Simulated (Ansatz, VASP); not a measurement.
ScIn: VASP beside Ansatz

```
Sc In
1.0
     3.26782    0.00000    0.00000
     0.00000    3.26782    0.00000
     0.00000    0.00000    4.47963
Sc In
1 1
Direct
  0.00000 0.00000 0.00000
  0.50000 0.50000 0.50000
```

Alike in both runs: task single point; functional LDA; k mesh 7 × 7 × 5; occupations fermi-dirac, width 0.02 eV; no spin polarisation.

```csv
,VASP,Ansatz
version,VASP 6.6.1,Ansatz 0.2.0
potentials or method,"VASP PAW LDA potentials, release 64 (Sc_sv, In_d), cutoff 520 eV","plane waves, PAW"
valence electrons in the cell,24,24
```

```csv
,VASP,Ansatz,Ansatz less VASP
pressure (GPa),-8.7,-8.8,-0.12
"traceless stress, the component that is largest in VASP (GPa)",-1.13,-1.17,-0.036
```

LDA's correlation is that of Perdew and Zunger in VASP and of Perdew and Wang (1992) in Ansatz.
